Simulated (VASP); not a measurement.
# CdSe (zincblende type) (F-43m) in VASP: a series of runs, part 2 of 2

VASP 6.6.1. The steps go on from the part before.

### Step 3. Single point, LDA (volume scaled by 0.76)

The input, INCAR:

```
SYSTEM = CdSe
ALGO     = Normal         ! electronic algorithm
EDIFF    = 1E-6           ! SCF threshold, eV
ENCUT    = 520            ! plane-wave cutoff, eV
GGA      = CA             ! functional
ISIF     = 2              ! what is computed and relaxed
ISMEAR   = -1             ! smearing method
LASPH    = .True.         ! aspherical terms in the spheres
LCHARG   = .False.        ! write CHGCAR
LREAL    = .False.        ! projectors in reciprocal space
LWAVE    = .False.        ! write WAVECAR
NBANDS   = 16             ! bands
NELM     = 100            ! most SCF steps
PREC     = Accurate       ! precision mode
SIGMA    = 0.05           ! smearing width, eV
```

The input, KPOINTS:

```
k-points
0
Gamma
  12 12 12
  0 0 0
```

The input, POSCAR:

```
CdSe
1.0
    0.0000000000      2.7417399334      2.7417399334
    2.7417399334      0.0000000000      2.7417399334
    2.7417399334      2.7417399334      0.0000000000
Cd Se
1 1
Direct
    0.0000000000      0.0000000000      0.0000000000
    0.2500000000      0.2500000000      0.2500000000
```

Potentials or basis: VASP PAW LDA potentials, release 64 (Cd, Se).

On the command line:

```sh
cat potpaw_LDA.64/Cd/POTCAR potpaw_LDA.64/Se/POTCAR > POTCAR
mpirun -np 1 vasp_std > vasp.out
```

OUTCAR:

```text
SYSTEM = CdSe
   EDIFF = 1E-6
   ENCUT = 520
   GGA = CA
   ISIF = 2
   ISMEAR = -1
   LASPH = .True.
   LREAL = .False.
   NELM = 100
   PREC = Accurate

 ion  position               nearest neighbor table
   1  0.000  0.000  0.000-   2 2.37   2 2.37   2 2.37   2 2.37
   2  0.250  0.250  0.250-   1 2.37   1 2.37   1 2.37   1 2.37

  LATTYP: Found a face centered cubic cell.
 ALAT       =     5.4834798668

  Lattice vectors:

 A1 = (   0.0000000000,   2.7417399334,   2.7417399334)
 A2 = (   2.7417399334,   0.0000000000,   2.7417399334)
 A3 = (   2.7417399334,   2.7417399334,   0.0000000000)

Analysis of symmetry for initial positions (statically):
=====================================================================
 Subroutine PRICEL returns:
 Original cell was already a primitive cell.

 Routine SETGRP: Setting up the symmetry group for a
 face centered cubic supercell.

 Subroutine GETGRP returns: Found 24 space group operations
 (whereof 24 operations were pure point group operations)
 out of a pool of 48 trial point group operations.

The static configuration has the point symmetry T_d .

Analysis of symmetry for dynamics (positions and initial velocities):
=====================================================================
 Subroutine PRICEL returns:
 Original cell was already a primitive cell.

 Routine SETGRP: Setting up the symmetry group for a
 face centered cubic supercell.

 Subroutine GETGRP returns: Found 24 space group operations
 (whereof 24 operations were pure point group operations)
 out of a pool of 48 trial point group operations.

The dynamic configuration has the point symmetry T_d .

 Subroutine INISYM returns: Found 24 space group operations
 (whereof 24 operations are pure point group operations),
 and found     1 'primitive' translations

----------------------------------------------------------------------------------------

                                     Primitive cell
[... 104 lines left out ...]
   EMIN   =  10.00;   EMAX   =-10.00  energy-range for DOS
   EFERMI =   0.00;   METHOD = LEGACY
   ISMEAR =    -1;   SIGMA  =   0.05  broadening in eV -4-tet -1-fermi 0-gaus
   EFERMI_NEDOS =   21; number of points for ismear=-14 and -15
   IALGO  =     38    algorithm
   IMIX   =      4    mixing-type and parameters
     AMIX     =   0.40;   BMIX     =  1.00
     AMIX_MAG =   1.60;   BMIX_MAG =  1.00
  volume/ion in A,a.u.               =      20.61       139.08
  Fermi-wavevector in a.u.,A,eV,Ry     =   1.242022  2.347082 20.988613  1.542620
  Thomas-Fermi vector in A             =   2.376395
   LORBIT       =      0    0 simple, 1 ext, 2 COOP (PROOUT), +10 PAW based schemes
   GGA     = CA    functional components
   LHFCALC =     F    Hartree Fock is set to
   AEXX    =    0.0000 exact exchange contribution
   IVDW    =     0    specifies the selected vdW correction
   LEPSILON=     F    determine dielectric tensor
   LRPA    =     F    only Hartree local field effects (RPA)
 non-spin polarized calculation
  energy-cutoff  :      520.00
  volume of cell :       41.22
 maximum number of plane-waves:      1125
 NGX is ok and might be reduce to    30
   NGX = 15   NGY = 15   NGZ = 15

 number of electron      18.0000005 magnetization

 Free energy of the ion-electron system (eV)
  ---------------------------------------------------
  ext. energy  EPLUGINS =         0.00000000
  ---------------------------------------------------
  free energy    TOTEN  =        -5.74519894 eV

  energy without entropy =       -5.74519872  energy(sigma->0) =       -5.74519883

 E-fermi :   4.4958     XC(G=0): -10.7399

 val. band max:        3.9750165683   @ k =   0.0000   0.0000   0.0000
 cond. band min:       4.9305086162   @ k =   0.0000   0.0000   0.0000
 fundamental gap:      0.9554920479
 Fermi energy:         4.4957918101

 k-point     1 :       0.0000    0.0000    0.0000
  band No.  band energies     occupation
      1     -11.0164      2.00000
      2      -5.6993      2.00000
      3      -5.6993      2.00000
      4      -5.6993      2.00000
      5      -4.8738      2.00000
      6      -4.8738      2.00000
[... 433 lines left out ...]
      3      -5.4167      2.00000
      4      -4.9112      2.00000
      5      -4.8404      2.00000
      6      -4.1853      2.00000
[... 8 lines left out ...]
     15      15.8292      0.00000
     16      16.4828      0.00000

 [... further k-points ...]
[... 5 lines left out ...]
  --------------------------------------------------------------------------------------
  -------------------------------------------------------------------------------------
  Total        8.1587613      8.1587613      8.1587613      0.0000000     -0.0000000     -0.0000000
  in kB      317.1217598    317.1217598    317.1217598      0.0000000     -0.0000000     -0.0000000
  external PRESSURE =     317.1217598 kB  Pullay stress =       0.0000000 kB

 VOLUME and BASIS-vectors are now :
 -----------------------------------------------------------------------------
  energy-cutoff  :      520.00
  volume of cell :       41.22
      direct lattice vectors                 reciprocal lattice vectors
     0.000000000  2.741739933  2.741739933    -0.182365947  0.182365947  0.182365947
     2.741739933  0.000000000  2.741739933     0.182365947 -0.182365947  0.182365947
     2.741739933  2.741739933  0.000000000     0.182365947  0.182365947 -0.182365947

 POSITION                                       TOTAL-FORCE (eV/Angst)
 -----------------------------------------------------------------------------------
      0.00000      0.00000      0.00000         0.000000      0.000000      0.000000
      1.37087      1.37087      1.37087        -0.000000     -0.000000     -0.000000
 -----------------------------------------------------------------------------------
    total drift:                               -0.000000     -0.000000     -0.000000

  FREE ENERGIE OF THE ION-ELECTRON SYSTEM (eV)
  ---------------------------------------------------
  free  energy   TOTEN  =        -5.7451989362 eV

  energy  without entropy=       -5.7451987205  energy(sigma->0) =       -5.74519883
```

It took 21 s on 1 thread of Intel Xeon 6975P-C (Granite Rapids), shared host; peak memory 0.18 GiB.

Results:

```
Free energy            : -5.7452 eV
Pressure               : 31.7 GPa
Band gap on the k mesh : 0.96 eV, direct
```

### Step 4. Single point, LDA (volume scaled by 0.84)

The input, INCAR:

```
PREC     = Accurate       # precision mode
ENCUT    = 520            # plane-wave cutoff, eV
EDIFF    = 1E-7           # SCF threshold, eV
ISMEAR   = -1             # smearing method
SIGMA    = 0.05           # smearing width, eV
LREAL    = F              # projectors in reciprocal space
LASPH    = T              # aspherical terms in the spheres
NELM     = 60             # most SCF steps
ALGO     = Normal         # electronic algorithm
ISIF     = 2              # what is computed and relaxed
LWAVE    = F              # write WAVECAR
LCHARG   = F              # write CHGCAR
NBANDS   = 16             # bands
```

The input, KPOINTS:

```
regular mesh
0
Gamma
  12 12 12
```

The input, POSCAR:

```
CdSe
1.0
    0.0000000000      2.8347503800      2.8347503800
    2.8347503800      0.0000000000      2.8347503800
    2.8347503800      2.8347503800      0.0000000000
Cd Se
1 1
Direct
    0.0000000000      0.0000000000      0.0000000000
    0.2500000000      0.2500000000      0.2500000000
```

On the command line:

```sh
cat potpaw_LDA.64/Cd/POTCAR potpaw_LDA.64/Se/POTCAR > POTCAR
mpirun -np 1 vasp_std > vasp.out
```

Run time: 23 s. Hardware: 1 thread of Intel Xeon 6975P-C (Granite Rapids), shared host; peak memory 0.18 GiB.

It converged, with:

* Free energy: -6.3765 eV
* Pressure: 16.2 GPa
* Band gap on the k mesh: 0.78 eV, direct

Levels at points of the mesh, in eV from the valence-band top:
| k point | band 6 | band 7 | band 8 | band 9 | band 10 | band 11 | band 12 | band 13 |
| --- | --- | --- | --- | --- | --- | --- | --- | --- |
| (0.00, 0.00, 0.00) | -8.31 | 0.00 | 0.00 | 0.00 | 0.78 | 5.71 | 5.71 | 5.71 |
| (0.50, 0.00, 0.00) | -7.83 | -5.93 | -1.13 | -1.13 | 2.40 | 6.28 | 6.28 | 7.63 |
| (0.50, 0.50, 0.00) | -7.74 | -5.23 | -2.74 | -2.74 | 2.48 | 3.64 | 10.03 | 11.30 |

### Step 5. Single point, LDA (volume scaled by 0.92)

The input, INCAR:

```
SYSTEM = CdSe
ALGO = Normal
EDIFF = 1E-6
ENCUT = 520
ISIF = 2
ISMEAR = -1
LASPH = .TRUE.
LCHARG = .TRUE.
LELF = .TRUE.
LREAL = .FALSE.
LVHAR = .TRUE.
LWAVE = .FALSE.
NBANDS = 16
NELM = 60
PREC = Accurate
SIGMA = 0.05
```

The input, KPOINTS:

```
k-points
0
G
  12 12 12
  0 0 0
```

The input, POSCAR:

```
CdSe
1.0
    0.0000000000      2.9220277494      2.9220277494
    2.9220277494      0.0000000000      2.9220277494
    2.9220277494      2.9220277494      0.0000000000
Cd Se
1 1
Direct
    0.0000000000      0.0000000000      0.0000000000
    0.2500000000      0.2500000000      0.2500000000
```

On the command line:

```sh
cat potpaw_LDA.64/Cd/POTCAR potpaw_LDA.64/Se/POTCAR > POTCAR
mpirun -np 1 vasp_std > vasp.out
```

Run time: 18 s. Hardware: 1 thread of Intel Xeon 6975P-C (Granite Rapids), shared host; peak memory 0.19 GiB.

Results (log left out):

```
Free energy            : -6.6740 eV
Pressure               : 6.5 GPa
Band gap on the k mesh : 0.61 eV, direct
```

Levels at points of the mesh, in eV from the valence-band top:
| k point | band 5 | band 6 | band 7 | band 8 | band 9 | band 10 | band 11 | band 12 | band 13 | band 14 |
| --- | --- | --- | --- | --- | --- | --- | --- | --- | --- | --- |
| (0.00, 0.00, 0.00) | -7.93 | -7.93 | 0.00 | 0.00 | 0.00 | 0.61 | 5.77 | 5.77 | 5.77 | 9.98 |
| (0.50, 0.00, 0.00) | -7.90 | -7.54 | -5.25 | -0.95 | -0.95 | 2.33 | 6.32 | 6.32 | 7.49 | 10.18 |
| (0.50, 0.50, 0.00) | -7.85 | -7.46 | -4.74 | -2.34 | -2.34 | 2.69 | 3.67 | 9.50 | 10.75 | 10.75 |

### Step 6. Overview

```tsv
cell	gap on the mesh (eV)	pressure (GPa)
a = 3.736 Å, angles 60.0°, 2 atoms	1.11	57.4
a = 3.877 Å, angles 60.0°, 2 atoms	0.96	31.7
a = 4.009 Å, angles 60.0°, 2 atoms	0.78	16.2
a = 4.132 Å, angles 60.0°, 2 atoms	0.61	6.5
```

Alike in all rows: task single point; level LDA; potentials or basis VASP PAW LDA potentials, release 64 (Cd, Se); no spin polarisation; k mesh 12 × 12 × 12; cutoff (eV) 520; smearing fermi-dirac 0.05 eV.

Absolute energies hang on the potentials; compare differences alone.
